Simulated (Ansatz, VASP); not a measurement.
# One calculation of BiO5, two programs

```
CELL_PARAMETERS angstrom
3.44024 0.00000 0.00000
-1.72012 2.97934 0.00000
0.00000 0.00000 10.92618
ATOMIC_POSITIONS crystal
Bi 0.66667 0.33333 0.00000
O 0.00000 0.00000 0.88458
O 0.66667 0.33333 0.55760
O 0.00000 0.00000 0.50000
O 0.66667 0.33333 0.44240
O 0.00000 0.00000 0.11542
```

Change from the starting cell: species swapped into the LiMg5 type (P-6m2, No. 187).

Alike in both runs: functional PBE; k mesh 6 × 6 × 2; occupations gaussian, width 0.1 eV; no spin polarisation.

Ansatz relaxed the structure, and its values are those at the end. VASP's run is a single point on that final structure, the one shown.

|  | VASP | Ansatz |
| --- | --- | --- |
| version | VASP 6.6.1 | Ansatz 0.2.0 |
| potentials or method | VASP PAW PBE potentials, release 64 (Bi_d, O_h), cutoff 910 eV | scalar-relativistic, plane waves, PAW |
| valence electrons in the cell | 45 | 45 |

Ansatz gave:

```
gap on the k mesh at the Fermi level (eV) : none
rms of the force components (eV/Å)        : 0.010
```

What did VASP give for the same quantities?

gap on the k mesh at the Fermi level (eV): none; rms of the force components (eV/Å): 0.011.

A gap of «none» marks a metal or a gap that the smearing closes.

Neither program's run includes spin-orbit coupling. Noted on VASP's run: the cutoff is short for stress, so the pressure is rough.
